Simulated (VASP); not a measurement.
Set up this calculation in VASP 6.6.1, as the native input.

| Quantity | Value |
| --- | --- |
| Task | single point |
| Functional | PBEsol |
| Potentials or basis | VASP PAW PBE potentials, release 64 (V_sv) |
| Cutoff | 520 eV |
| k mesh | 26 × 26 × 26 |
| Occupations | gaussian, width 0.1 eV |
| Spin | no spin polarisation |
| Dipole correction | no |
| Further INCAR settings | ALGO = Normal; EDIFF = 1e-06; NBANDS = 12 |

The structure of V lies in POSCAR:

```
V
1.0
    0.0000000000      2.0916531652      2.0928274746
    1.4793512001      0.0000000000      2.0928274746
    1.4793512001      2.0916531652      0.0000000000
V
1
Direct
    0.0000000000      0.0000000000      0.0000000000
```

These files were run (other wordings do the same):

INCAR

```
PREC     = Accurate       # precision mode
ENCUT    = 520            # plane-wave cutoff, eV
EDIFF    = 1E-6           # SCF threshold, eV
ISMEAR   = 0              # smearing method
SIGMA    = 0.1            # smearing width, eV
LREAL    = False          # projectors in reciprocal space
LASPH    = True           # aspherical terms in the spheres
NELM     = 100            # most SCF steps
ALGO     = Normal         # electronic algorithm
ISIF     = 2              # what is computed and relaxed
LWAVE    = False          # write WAVECAR
LCHARG   = False          # write CHGCAR
GGA      = PS             # functional
NBANDS   = 12             # bands
```

KPOINTS

```
Automatic mesh
0
Gamma
  26 26 26
```

Potentials or basis: VASP PAW PBE potentials, release 64 (V_sv).

Run with:

```console
$ cat potpaw_PBE.64/V_sv/POTCAR > POTCAR
$ mpirun -np 1 vasp_std > vasp.out
```

It gave:

```
Pressure : 0.2 GPa
```

Caveat: the PAW data sets were made with another functional, which shifts forces and pressure a little.

Wall time 100 s on 1 thread of Intel(R) Xeon(R) 6975P-C (Granite Rapids), on a shared host, peak memory 0.47 GiB.
